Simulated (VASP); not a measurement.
Set up this calculation in VASP 6.6.1, as the native input.

| Property | Result |
| --- | --- |
| Task | single point |
| Functional | LDA |
| Potentials or basis | VASP PAW LDA potentials, release 64 (Ta_pv) |
| Cutoff | 500 eV |
| k mesh | 20 × 20 × 20 |
| Occupations | gaussian, width 0.2 eV |
| Spin | no spin polarisation |
| Dipole correction | no |
| Further INCAR settings | ALGO = Normal; EDIFF = 1e-06; NBANDS = 12 |

The structure of Ta lies in POSCAR:

```
Ta
1.0
   -1.6182544000      1.6843056000      1.6512800000
    1.6182544000     -1.6843056000      1.6512800000
    1.6182544000      1.6843056000     -1.6512800000
Ta
1
Direct
    0.0000000000      0.0000000000      0.0000000000
```

This cell differs from its parent crystal: strain -0.0200 x Voigt [1, -1, 0, 0, 0, 0].

One way to write it, as run:

INCAR

```
SYSTEM = Ta
ALGO = Normal ; EDIFF = 1E-6
ENCUT = 500 ; GGA_COMPAT = .FALSE.
ISIF = 2 ; ISMEAR = 0
LASPH = .TRUE. ; LCHARG = .TRUE.
LELF = .TRUE. ; LREAL = .FALSE.
LVHAR = .TRUE. ; LWAVE = .FALSE.
NBANDS = 12 ; NELM = 120
PREC = Accurate ; SIGMA = 0.2
```

KPOINTS

```
k-points
0
G
  20 20 20
  0 0 0
```

Potentials or basis: VASP PAW LDA potentials, release 64 (Ta_pv).

Run with:

```bash
$ cat potpaw_LDA.64/Ta_pv/POTCAR > POTCAR
$ mpirun -np 1 vasp_std > vasp.out
```

Results of the run:

The pressure is -8.0 GPa and the band gap on the k mesh is zero (an odd number of electrons rules out a gap without spin polarisation).

Caveat: the cell differs from its parent crystal (strain -0.0200 x Voigt [1, -1, 0, 0, 0, 0]); the cell stands under tension; spin-orbit coupling is left out, which moves the levels of the heavy elements.

Run time: 55 s on 1 thread of Intel(R) Xeon(R) 6975P-C (Granite Rapids) (shared host), peak memory 0.33 GiB.
